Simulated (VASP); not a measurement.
# B3C2Br (P-3m1) in VASP: notebook, part 2 of 2

VASP 6.6.1. Earlier steps stand in the parts before.

## Step 4: Single point, PBE

This run uses another cell than the first one, of 11.82 Å³/atom.

INCAR reads:

```
SYSTEM = B3C2Br
PREC     = Accurate       ! precision mode
ENCUT    = 520            ! plane-wave cutoff, eV
EDIFF    = 1E-6           ! SCF threshold, eV
ISMEAR   = 0              ! smearing method
SIGMA    = 0.1            ! smearing width, eV
LREAL    = .False.        ! projectors in reciprocal space
LASPH    = .True.         ! aspherical terms in the spheres
NELM     = 60             ! most SCF steps
ALGO     = Normal         ! electronic algorithm
ISIF     = 2              ! what is computed and relaxed
LWAVE    = .False.        ! write WAVECAR
LCHARG   = .False.        ! write CHGCAR
GGA      = PE             ! functional
NBANDS   = 21             ! bands
```

KPOINTS reads:

```
Automatic mesh
0
Gamma
  6 6 4
  0 0 0
```

POSCAR reads:

```
B3C2Br
1.0
    2.7360057003      0.0000000000      0.0000000000
   -1.3680028501      2.3694504413      0.0000000000
    0.0000000000      0.0000000000     10.9424724781
B C Br
3 2 1
Direct
    0.6666666667      0.3333333333      0.3585667477
    0.3333333333      0.6666666667      0.6414332523
    0.0000000000      0.0000000000      0.5000000000
    0.6666666667      0.3333333333      0.6367468666
    0.3333333333      0.6666666667      0.3632531334
    0.0000000000      0.0000000000      0.0000000000
```

Potentials or basis: VASP PAW PBE potentials, release 64 (B, C, Br).

Run with:

```console
$ cat potpaw_PBE.64/B/POTCAR potpaw_PBE.64/C/POTCAR potpaw_PBE.64/Br/POTCAR > POTCAR
$ mpirun -np 1 vasp_std > vasp.out
```

OUTCAR:

```text
SYSTEM = B3C2Br
   PREC = Accurate
   ENCUT = 520
   EDIFF = 1E-6
   ISMEAR = 0
   LREAL = .False.
   LASPH = .True.
   NELM = 60
   ISIF = 2
   GGA = PE

 ion  position               nearest neighbor table
   1  0.667  0.333  0.359-   5 1.58   5 1.58   5 1.58
   2  0.333  0.667  0.641-   4 1.58   4 1.58   4 1.58
   3  0.000  0.000  0.500-
   4  0.667  0.333  0.637-   2 1.58   2 1.58   2 1.58
   5  0.333  0.667  0.363-   1 1.58   1 1.58   1 1.58
   6  0.000  0.000  0.000-

  LATTYP: Found a hexagonal cell.
 ALAT       =     2.7360057003
 C/A-ratio  =     3.9994333626

  Lattice vectors:

 A1 = (   2.7360057003,   0.0000000000,   0.0000000000)
 A2 = (  -1.3680028501,   2.3694504413,   0.0000000000)
 A3 = (   0.0000000000,   0.0000000000,  10.9424724781)

Analysis of symmetry for initial positions (statically):
=====================================================================
 Subroutine PRICEL returns:
 Original cell was already a primitive cell.

 Routine SETGRP: Setting up the symmetry group for a
 hexagonal supercell.

 Subroutine GETGRP returns: Found 12 space group operations
 (whereof 12 operations were pure point group operations)
 out of a pool of 24 trial point group operations.

The static configuration has the point symmetry D_3d.

Analysis of symmetry for dynamics (positions and initial velocities):
=====================================================================
 Subroutine PRICEL returns:
 Original cell was already a primitive cell.

 Routine SETGRP: Setting up the symmetry group for a
 hexagonal supercell.

 Subroutine GETGRP returns: Found 12 space group operations
 (whereof 12 operations were pure point group operations)
 out of a pool of 24 trial point group operations.

The dynamic configuration has the point symmetry D_3d.
[... 123 lines left out ...]
   IALGO  =     38    algorithm
   IMIX   =      4    mixing-type and parameters
     AMIX     =   0.40;   BMIX     =  1.00
     AMIX_MAG =   1.60;   BMIX_MAG =  1.00
  volume/ion in A,a.u.               =      11.82        79.79
  Fermi-wavevector in a.u.,A,eV,Ry     =   1.140736  2.155679 17.704976  1.301279
  Thomas-Fermi vector in A             =   2.277438
   LORBIT       =      0    0 simple, 1 ext, 2 COOP (PROOUT), +10 PAW based schemes
   GGA     = PE    functional components
   LHFCALC =     F    Hartree Fock is set to
   AEXX    =    0.0000 exact exchange contribution
   IVDW    =     0    specifies the selected vdW correction
   LEPSILON=     F    determine dielectric tensor
   LRPA    =     F    only Hartree local field effects (RPA)
 non-spin polarized calculation
 Gauss-broadening in eV      SIGMA  =   0.10
  energy-cutoff  :      520.00
  volume of cell :       70.94
 maximum number of plane-waves:      1924
   NGX = 11   NGY = 11   NGZ = 41

 number of electron      24.0000000 magnetization

 Free energy of the ion-electron system (eV)
  ---------------------------------------------------
  ext. energy  EPLUGINS =         0.00000000
  ---------------------------------------------------
  free energy    TOTEN  =       -35.13750448 eV

  energy without entropy =      -35.12994073  energy(sigma->0) =      -35.13372261

 E-fermi :   3.7015     XC(G=0):  -9.8146

 val. band max:        3.6049621485   @ k =   0.1667   0.0000   0.5000
 cond. band min:       3.7937553335   @ k =   0.3333   0.0000   0.5000
 fundamental gap:      0.1887931850
 Fermi energy:         3.7014713482

 k-point     1 :       0.0000    0.0000    0.0000
  band No.  band energies     occupation
      1     -14.0187      2.00000
      2     -13.4184      2.00000
      3     -11.7858      2.00000
      4      -5.0782      2.00000
      5      -1.8673      2.00000
      6      -0.8328      2.00000
[... 565 lines left out ...]
     20      12.6339      0.00000
     21      14.7256      0.00000

------------------------ aborting loop because EDIFF is reached ----------------------------------------

  FORCE on cell =-STRESS in cart. coord.  units (eV):
  Direction    XX          YY          ZZ          XY          YZ          ZX
  --------------------------------------------------------------------------------------
  -------------------------------------------------------------------------------------
  Total        0.0526472      0.0526472      0.1519773      0.0000000      0.0000000      0.0000000
  in kB        1.1890655      1.1890655      3.4324898      0.0000000      0.0000000      0.0000000
  external PRESSURE =       1.9368736 kB  Pullay stress =       0.0000000 kB

 VOLUME and BASIS-vectors are now :
 -----------------------------------------------------------------------------
  energy-cutoff  :      520.00
  volume of cell :       70.94
      direct lattice vectors                 reciprocal lattice vectors
     2.736005700  0.000000000  0.000000000     0.365496315  0.211019396  0.000000000
    -1.368002850  2.369450441  0.000000000     0.000000000  0.422038791  0.000000000
     0.000000000  0.000000000 10.942472478     0.000000000  0.000000000  0.091387024

 POSITION                                       TOTAL-FORCE (eV/Angst)
 -----------------------------------------------------------------------------------
      1.36800      0.78982      3.92361         0.000000     -0.000000      0.000405
     -0.00000      1.57963      7.01887        -0.000000      0.000000     -0.000405
      0.00000      0.00000      5.47124        -0.000000      0.000000      0.000000
      1.36800      0.78982      6.96759        -0.000000     -0.000000      0.018916
     -0.00000      1.57963      3.97489         0.000000      0.000000     -0.018916
      0.00000      0.00000      0.00000        -0.000000      0.000000      0.000000
 -----------------------------------------------------------------------------------
    total drift:                                0.000000      0.000000     -0.000000

  FREE ENERGIE OF THE ION-ELECTRON SYSTEM (eV)
  ---------------------------------------------------
  free  energy   TOTEN  =       -35.1375044809 eV

  energy  without entropy=      -35.1299407322  energy(sigma->0) =      -35.13372261
```

OSZICAR:

```text
N       E                     dE             d eps       ncg     rms          rms(c)
DAV:   1     0.754429165384E+02    0.75443E+02   -0.11304E+04  1008   0.102E+03
DAV:   2    -0.334585062266E+02   -0.10890E+03   -0.10486E+03  1338   0.202E+02
DAV:   3    -0.390445578183E+02   -0.55861E+01   -0.55116E+01  1355   0.409E+01
DAV:   4    -0.391223578461E+02   -0.77800E-01   -0.77719E-01  1296   0.534E+00
[... 11 lines left out ...]
DAV:  16    -0.351375784832E+02   -0.30074E-04   -0.44595E-05  1227   0.463E-02    0.871E-02
DAV:  17    -0.351375054845E+02    0.72999E-04   -0.11609E-05  1254   0.257E-02    0.143E-02
DAV:  18    -0.351375081579E+02   -0.26733E-05   -0.15425E-06   946   0.615E-03    0.180E-02
DAV:  19    -0.351375045119E+02    0.36460E-05   -0.51370E-07   882   0.500E-03    0.224E-03
DAV:  20    -0.351375044809E+02    0.30990E-07   -0.13097E-07   634   0.146E-03
   1 F= -.35137504E+02 E0= -.35133723E+02  d E =-.756375E-02
```

stdout:

```text
POSCAR found type information on POSCAR B C Br
 POSCAR found :  3 types and       6 ions
 scaLAPACK will be used
 LDA part: xc-table for (Slater+PW92), standard interpolation
 POSCAR, INCAR and KPOINTS ok, starting setup
 FFT: planning ... GRIDC
 FFT: planning ... GRID_SOFT
 FFT: planning ... GRID
 WAVECAR not read
 entering main loop
```

Wall time 48 s (1 thread of Oxide Virtual Turin-like, shared host); peak memory 0.15 GiB.

What came out:

```
Free energy            : -35.1375 eV
Pressure               : 0.2 GPa
Largest force          : 0.019 eV/Å
Band gap on the k mesh : zero (bands 12 and 13 overlap by 3.63 eV)
```

Forces in eV/Å, atoms in the order of the input:
```
B    0.000  0.000  0.000
B    0.000  0.000  0.000
B    0.000  0.000  0.000
C    0.000  0.000  0.019
C    0.000  0.000 -0.019
Br   0.000  0.000  0.000
```

Stress tensor (GPa, compression positive):
```
0.12 0.00 0.00
0.00 0.12 0.00
0.00 0.00 0.34
```

Caveat: the k points lie up to 0.44 Å⁻¹ apart, too coarse for converged energies and pressures of a metal; this functional lacks dispersion, which binds layers or chains, so the pressure and a relaxed spacing across them are unreliable.

## Step 5: The runs side by side

```tsv
task	spin	cell	k mesh	cutoff (eV)	gap on the mesh (eV)	pressure (GPa)	largest force (eV/Å)
single point	collinear	a = 4.113, b = 4.113, c = 6.603 Å, angles 90.0, 90.0, 120.0°, 6 atoms, atomic positions A	6 × 6 × 4	520	none	-22.1	1.26
relaxation of cell and atoms	off	relaxed from a = 2.736, b = 2.736, c = 10.942 Å, angles 90.0, 90.0, 120.0°, 6 atoms, atomic positions B	18 × 18 × 4	600	none	-0.1	0.01
single point	off	a = 2.736, b = 2.736, c = 10.942 Å, angles 90.0, 90.0, 120.0°, 6 atoms, atomic positions B	6 × 6 × 4	520	none	0.2	0.02
```

Alike in all rows: level PBE; potentials or basis VASP PAW PBE potentials, release 64 (B, C, Br); smearing gaussian 0.1 eV.

Caveats: some runs use coarse meshes; this functional lacks dispersion, which binds layers or chains, so the pressure and a relaxed spacing across them are unreliable (at least some runs); the stress differs along the axes, from -28 to -11 GPa (at least some runs); forces of over 1 eV/Å act on the atoms, so gaps and moduli don't describe the material at rest (at least some runs).

Total energies depend on the potentials used, so only differences within one code and one set of settings carry meaning.

The gap in the log of VASP goes by the Fermi energy; the results here count the filled bands.